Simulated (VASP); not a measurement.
# Cs (I4/mmm) in VASP: notebook

Cs is run at these levels: PBEsol; tasks: single point.

Program: VASP 6.6.1. These are calculated values, not measurements. Logs are shortened: lines on timing, memory, paths and dates and some standing lists are left out, and cuts for length are marked.

## (1) The cell of the first run

The structure is tetragonal, space group I4/mmm (No. 139). The conventional cell has a = 6.128 Å, b = 6.128 Å, c = 5.883 Å, α = 90.00°, β = 90.00°, γ = 90.00°.

## (2) Single point, PBEsol

Input file INCAR:

```
ALGO = Fast ; EDIFF = 1E-6
ENCUT = 520 ; GGA = PS
ISIF = 2 ; ISMEAR = 0
LASPH = True ; LCHARG = True
LELF = True ; LREAL = False
LVHAR = True ; LWAVE = False
NBANDS = 10 ; NELM = 60
PREC = Accurate ; SIGMA = 0.15
```

Input file KPOINTS:

```
k-points
0
Gamma
  12 12 12
```

Input file POSCAR:

```
Cs
1.0
   -3.0639092553      3.0639092553      2.9413528851
    3.0639092553     -3.0639092553      2.9413528851
    3.0639092553      3.0639092553     -2.9413528851
Cs
1
Direct
    0.0000000000      0.0000000000      0.0000000000
```

Potentials or basis: VASP PAW PBE potentials, release 64 (Cs_sv).

Launch:

```
$ cat potpaw_PBE.64/Cs_sv/POTCAR > POTCAR
$ mpirun -np 1 vasp_std > vasp.out
```

OUTCAR:

```text
EDIFF = 1E-6
   ENCUT = 520
   GGA = PS
   ISIF = 2
   ISMEAR = 0
   LASPH = True
   LREAL = False
   NELM = 60
   PREC = Accurate

 ion  position               nearest neighbor table
   1  0.000  0.000  0.000-

  LATTYP: Found a body centered tetragonal cell.
 ALAT       =     6.1278185106
 C/A-ratio  =     0.9600000000

  Lattice vectors:

 A1 = (  -3.0639092553,   3.0639092553,   2.9413528851)
 A2 = (   3.0639092553,  -3.0639092553,   2.9413528851)
 A3 = (   3.0639092553,   3.0639092553,  -2.9413528851)

Analysis of symmetry for initial positions (statically):
=====================================================================
 Subroutine PRICEL returns:
 Original cell was already a primitive cell.

 Routine SETGRP: Setting up the symmetry group for a
 body centered tetragonal supercell.

 Subroutine GETGRP returns: Found 16 space group operations
 (whereof 16 operations were pure point group operations)
 out of a pool of 16 trial point group operations.

The static configuration has the point symmetry D_4h.

Analysis of symmetry for dynamics (positions and initial velocities):
=====================================================================
 Subroutine PRICEL returns:
 Original cell was already a primitive cell.

 Routine SETGRP: Setting up the symmetry group for a
 body centered tetragonal supercell.

 Subroutine GETGRP returns: Found 16 space group operations
 (whereof 16 operations were pure point group operations)
 out of a pool of 16 trial point group operations.

The dynamic configuration has the point symmetry D_4h.

 Subroutine INISYM returns: Found 16 space group operations
 (whereof 16 operations are pure point group operations),
 and found     1 'primitive' translations

----------------------------------------------------------------------------------------

                                     Primitive cell

  volume of cell :     110.4483

  direct lattice vectors                    reciprocal lattice vectors
    -3.063909255  3.063909255  2.941352885     0.000000000  0.163190212  0.169989804
     3.063909255 -3.063909255  2.941352885     0.163190212  0.000000000  0.169989804
     3.063909255  3.063909255 -2.941352885     0.163190212  0.163190212  0.000000000

  length of vectors
     5.237044648  5.237044648  5.237044648     0.235642905  0.235642905  0.230785811

  position of ions in fractional coordinates (direct lattice)
     0.000000000  0.000000000  0.000000000

  ion indices of the primitive-cell ions
   primitive index   ion index
                 1           1

----------------------------------------------------------------------------------------

 KPOINTS: k-points

Automatic generation of k-mesh.
 Grid dimensions read from file:
 generate k-points for:   12   12   12

 Generating k-lattice:

  Cartesian coordinates                     Fractional coordinates (reciprocal lattice)
     0.000000000  0.013599184  0.014165817     0.083333333  0.000000000  0.000000000
     0.013599184  0.000000000  0.014165817     0.000000000  0.083333333  0.000000000
     0.013599184  0.013599184  0.000000000     0.000000000  0.000000000  0.083333333

  Length of vectors
     0.019636909  0.019636909  0.019232151

  Shift w.r.t. Gamma in fractional coordinates (k-lattice)
     0.000000000  0.000000000  0.000000000

 Subroutine IBZKPT returns following result:
 ===========================================

 Found    163 irreducible k-points:

 Following reciprocal coordinates:
            Coordinates               Weight
  0.000000  0.000000  0.000000      1.000000
  0.083333 -0.000000  0.000000      8.000000
  0.166667 -0.000000  0.000000      8.000000
  0.250000 -0.000000  0.000000      8.000000
  0.333333 -0.000000  0.000000      8.000000
  0.416667 -0.000000  0.000000      8.000000
[... 16 lines left out ...]
  0.500000  0.166667  0.000000     16.000000
 -0.416667  0.166667 -0.000000     16.000000
 [... further k-points ...]
   k-points           NKPTS =    163   k-points in BZ     NKDIM =    163   number of bands    NBANDS=     10
   number of dos      NEDOS =    301   number of ions     NIONS =      1
   total plane-waves  NPLWV =  64000
   dimension x,y,z NGX =    40 NGY =   40 NGZ =   40
   dimension x,y,z NGXF=    80 NGYF=   80 NGZF=   80
   ions per type =               1
   NGX,Y,Z   is equivalent  to a cutoff of  12.70, 12.70, 12.70 a.u.
   NGXF,Y,Z  is equivalent  to a cutoff of  25.40, 25.40, 25.40 a.u.
 SYSTEM =  unknown system
   PREC   = accura    normal or accurate (medium, high low for compatibility)
   ISTART =      0    job   : 0-new  1-cont  2-samecut
   ICHARG =      2    charge: 1-file 2-atom 10-const
   ISPIN  =      1    spin polarized calculation?
   LNONCOLLINEAR =      F non collinear calculations
   LSORBIT =      F    spin-orbit coupling
   LASPH  =      T    aspherical Exc in radial PAW
   ENCUT  =  520.0 eV  38.22 Ry    6.18 a.u.   9.74  9.74  9.74*2*pi/ulx,y,z
   NELM   =     60;   NELMIN=  2; NELMDL= -5     # of ELM steps
   EDIFF  = 0.1E-05   stopping-criterion for ELM
   LREAL  =      F    real-space projection
   EDIFFG = 0.1E-04   stopping-criterion for IOM
   NSW    =      0    number of steps for IOM
   IBRION =     -1    ionic relax: 0-MD 1-quasi-New 2-CG
   NFREE  =      0    steps in history (QN), initial steepest desc. (CG)
   ISIF   =      2    stress and relaxation
   ISYM   =      2    0-nonsym 1-usesym 2-fastsym
   POTIM  = 0.5000    time-step for ionic-motion
   TEBEG  =    0.0;   TEEND  =   0.0 temperature during run
   PSTRESS=    0.0 pullay stress
   NELECT =       9.0000    total number of electrons
   NUPDOWN=      -1.0000    fix difference up-down
   EMIN   =  10.00;   EMAX   =-10.00  energy-range for DOS
   EFERMI =   0.00;   METHOD = LEGACY
   ISMEAR =     0;   SIGMA  =   0.15  broadening in eV -4-tet -1-fermi 0-gaus
   EFERMI_NEDOS =   21; number of points for ismear=-14 and -15
   IALGO  =     68    algorithm
   IMIX   =      4    mixing-type and parameters
     AMIX     =   0.40;   BMIX     =  1.00
     AMIX_MAG =   1.60;   BMIX_MAG =  1.00
  volume/ion in A,a.u.               =     110.45       745.34
  Fermi-wavevector in a.u.,A,eV,Ry     =   0.709746  1.341225  6.853782  0.503739
  Thomas-Fermi vector in A             =   1.796409
   LORBIT       =      0    0 simple, 1 ext, 2 COOP (PROOUT), +10 PAW based schemes
   GGA     = PS    functional components
   LHFCALC =     F    Hartree Fock is set to
   AEXX    =    0.0000 exact exchange contribution
   IVDW    =     0    specifies the selected vdW correction
   LEPSILON=     F    determine dielectric tensor
   LRPA    =     F    only Hartree local field effects (RPA)
 non-spin polarized calculation
 RMM-DIIS sequential band-by-band and
 Gauss-broadening in eV      SIGMA  =   0.15
  energy-cutoff  :      520.00
  volume of cell :      110.45
 maximum number of plane-waves:      2991
   NGX = 19   NGY = 19   NGZ = 19

 number of electron       8.9999999 magnetization

 Free energy of the ion-electron system (eV)
  ---------------------------------------------------
  ext. energy  EPLUGINS =         0.00000000
  ---------------------------------------------------
  free energy    TOTEN  =        -0.94837966 eV

  energy without entropy =       -0.93229246  energy(sigma->0) =       -0.94033606

 E-fermi :   0.4704     XC(G=0):  -5.5826

 val. band max:        0.4679990061   @ k =  -0.2500   0.4167   0.1667
 cond. band min:       0.4723058202   @ k =   0.5000   0.3333   0.0000
 fundamental gap:      0.0043068140
 Fermi energy:         0.4704381518

 k-point     1 :       0.0000    0.0000    0.0000
  band No.  band energies     occupation
      1     -23.3488      2.00000
      2     -10.0619      2.00000
      3     -10.0619      2.00000
      4     -10.0614      2.00000
      5      -1.2521      2.00000
      6       2.8812      0.00000
      7       3.0616      0.00000
      8       3.0616      0.00000
      9       3.7691      0.00000
     10       4.0262      0.00000

 k-point     2 :       0.0833   -0.0000    0.0000
  band No.  band energies     occupation
      1     -23.3482      2.00000
      2     -10.0728      2.00000
      3     -10.0656      2.00000
      4     -10.0619      2.00000
      5      -1.1705      2.00000
      6       2.8459      0.00000
      7       2.9808      0.00000
      8       3.0837      0.00000
      9       3.7230      0.00000
     10       3.9168      0.00000

 k-point     3 :       0.1667   -0.0000    0.0000
  band No.  band energies     occupation
      1     -23.3467      2.00000
      2     -10.1027      2.00000
      3     -10.0755      2.00000
      4     -10.0624      2.00000
      5      -0.9344      2.00000
      6       2.6558      0.00000
      7       2.6713      0.00000
      8       3.2961      0.00000
      9       3.7006      0.00000
     10       3.8434      0.00000

 k-point     4 :       0.2500   -0.0000    0.0000
  band No.  band energies     occupation
      1     -23.3446      2.00000
      2     -10.1428      2.00000
      3     -10.0890      2.00000
      4     -10.0630      2.00000
      5      -0.5704      2.00000
      6       2.2461      0.00000
      7       2.4228      0.00000
      8       3.6816      0.00000
      9       3.8048      0.00000
     10       3.8667      0.00000

 k-point     5 :       0.3333   -0.0000    0.0000
  band No.  band energies     occupation
      1     -23.3426      2.00000
      2     -10.1819      2.00000
      3     -10.1024      2.00000
      4     -10.0637      2.00000
      5      -0.1287      2.00000
      6       1.8601      0.00000
      7       2.2271      0.00000
      8       3.8788      0.00000
      9       4.0160      0.00000
     10       4.2092      0.00000

 k-point     6 :       0.4167   -0.0000    0.0000
  band No.  band energies     occupation
      1     -23.3411      2.00000
      2     -10.2101      2.00000
      3     -10.1122      2.00000
      4     -10.0642      2.00000
      5       0.2969      1.89828
      6       1.5619      0.00000
      7       2.1010      0.00000
      8       3.8431      0.00000
      9       4.2447      0.00000
     10       4.8548      0.00000
[... 183 lines left out ...]
 k-point    21 :       0.3333    0.1667    0.0000
  band No.  band energies     occupation
      1     -23.3405      2.00000
      2     -10.2013      2.00000
      3     -10.1232      2.00000
      4     -10.0769      2.00000
      5       0.5265      0.59734
      6       1.5292      0.00000
      7       1.9735      0.00000
      8       3.6474      0.00000
      9       4.3048      0.00000
     10       4.6555      0.00000

 k-point    22 :       0.4167    0.1667    0.0000
  band No.  band energies     occupation
      1     -23.3401      2.00000
      2     -10.2066      2.00000
      3     -10.1292      2.00000
      4     -10.0766      2.00000
      5       0.7495      0.00850
      6       1.3957      0.00000
      7       1.9203      0.00000
      8       3.5888      0.00000
      9       4.3867      0.00000
     10       4.6837      0.00000

 k-point    23 :       0.5000    0.1667    0.0000
  band No.  band energies     occupation
      1     -23.3406      2.00000
      2     -10.1997      2.00000
      3     -10.1239      2.00000
      4     -10.0753      2.00000
      5       0.4952      0.81576
      6       1.5583      0.00000
      7       1.9686      0.00000
      8       3.6768      0.00000
      9       4.1703      0.00000
     10       4.7147      0.00000

 k-point    24 :      -0.4167    0.1667   -0.0000
  band No.  band energies     occupation
      1     -23.3419      2.00000
      2     -10.1819      2.00000
      3     -10.1094      2.00000
      4     -10.0734      2.00000
      5       0.0518      1.99992
      6       1.8130      0.00000
      7       2.1158      0.00000
      8       3.6807      0.00000
      9       4.0984      0.00000
     10       4.3996      0.00000

 [... further k-points ...]

------------------------ aborting loop because EDIFF is reached ----------------------------------------

  FORCE on cell =-STRESS in cart. coord.  units (eV):
  Direction    XX          YY          ZZ          XY          YZ          ZX
  --------------------------------------------------------------------------------------
  -------------------------------------------------------------------------------------
  Total       -0.0366982     -0.0366982     -0.0264476      0.0000000      0.0000000      0.0000000
  in kB       -0.5323486     -0.5323486     -0.3836531      0.0000000      0.0000000      0.0000000
  external PRESSURE =      -0.4827834 kB  Pullay stress =       0.0000000 kB

 VOLUME and BASIS-vectors are now :
 -----------------------------------------------------------------------------
  energy-cutoff  :      520.00
  volume of cell :      110.45
      direct lattice vectors                 reciprocal lattice vectors
    -3.063909255  3.063909255  2.941352885     0.000000000  0.163190212  0.169989804
     3.063909255 -3.063909255  2.941352885     0.163190212  0.000000000  0.169989804
     3.063909255  3.063909255 -2.941352885     0.163190212  0.163190212  0.000000000

 POSITION                                       TOTAL-FORCE (eV/Angst)
 -----------------------------------------------------------------------------------
      0.00000      0.00000      0.00000        -0.000000      0.000000      0.000000
 -----------------------------------------------------------------------------------
    total drift:                               -0.000000     -0.000000      0.000000

  FREE ENERGIE OF THE ION-ELECTRON SYSTEM (eV)
  ---------------------------------------------------
  free  energy   TOTEN  =        -0.9483796551 eV

  energy  without entropy=       -0.9322924552  energy(sigma->0) =       -0.94033606
```

Run time: 94 s. Hardware: 1 thread of AMD EPYC 7R13 (Zen 3), shared host; peak memory 0.32 GiB.

What came out:

| Property | Result |
| --- | --- |
| Free energy | -0.9484 eV |
| Pressure | 0.0 GPa |

Levels at points of the mesh, in eV from the Fermi level:
```tsv
k point	band 1	band 2	band 3	band 4	band 5	band 6	band 7	band 8	band 9	band 10
(0.00, 0.00, 0.00)	-23.82	-10.53	-10.53	-10.53	-1.72	2.41	2.59	2.59	3.30	3.56
(0.50, 0.00, 0.00)	-23.81	-10.69	-10.59	-10.53	0.03	0.95	1.59	3.31	3.98	4.39
(0.50, 0.50, 0.00)	-23.81	-10.69	-10.58	-10.53	-0.01	0.86	1.77	3.14	3.81	4.51
(0.50, 0.50, 0.50)	-23.80	-10.65	-10.65	-10.64	0.59	0.66	3.00	3.00	3.34	4.56
```

Caveat: the PAW data sets were made with another functional, which shifts forces and pressure a little; spin-orbit coupling is left out, which moves the levels of the heavy elements.

## (3) Single point, PBEsol

Input file INCAR:

```
SYSTEM = Cs
  PREC = Accurate
  ENCUT = 520
  EDIFF = 1E-7
  ISMEAR = 0
  SIGMA = 0.15
  LREAL = .FALSE.
  LASPH = .TRUE.
  NELM = 80
  ALGO = Fast
  ISIF = 2
  LWAVE = .FALSE.
  LCHARG = .FALSE.
  GGA = PS
  NBANDS = 10
```

Input file KPOINTS:

```
Automatic mesh
0
G
  12 12 12
  0 0 0
```

Input file POSCAR:

```
Cs
1.0
   -2.9737414737      2.9737414737      3.1224285474
    2.9737414737     -2.9737414737      3.1224285474
    2.9737414737      2.9737414737     -3.1224285474
Cs
1
Direct
    0.0000000000      0.0000000000      0.0000000000
```

Potentials or basis: VASP PAW PBE potentials, release 64 (Cs_sv).

Launch:

```
$ cat potpaw_PBE.64/Cs_sv/POTCAR > POTCAR
$ mpirun -np 1 vasp_std > vasp.out
```

It took 1.8 min on 1 thread of AMD EPYC 7R13 (Zen 3), shared host; peak memory 0.32 GiB.

The run converged. Its results:

- Free energy: -0.9484 eV
- Pressure: 0.0 GPa

Levels at points of the mesh, in eV from the Fermi level:
```tsv
k point	band 1	band 2	band 3	band 4	band 5	band 6	band 7	band 8	band 9	band 10
(0.00, 0.00, 0.00)	-23.82	-10.53	-10.53	-10.53	-1.72	2.46	2.46	2.67	3.28	3.57
(0.50, 0.00, 0.00)	-23.81	-10.69	-10.58	-10.53	0.00	0.89	1.72	3.17	3.89	4.48
(0.50, 0.50, 0.00)	-23.81	-10.69	-10.59	-10.54	0.05	0.99	1.51	3.42	4.01	4.35
(0.50, 0.50, 0.50)	-23.81	-10.66	-10.64	-10.64	0.58	0.67	2.85	3.24	3.24	4.56
```

Caveat: the PAW data sets were made with another functional, which shifts forces and pressure a little; spin-orbit coupling is left out, which moves the levels of the heavy elements.
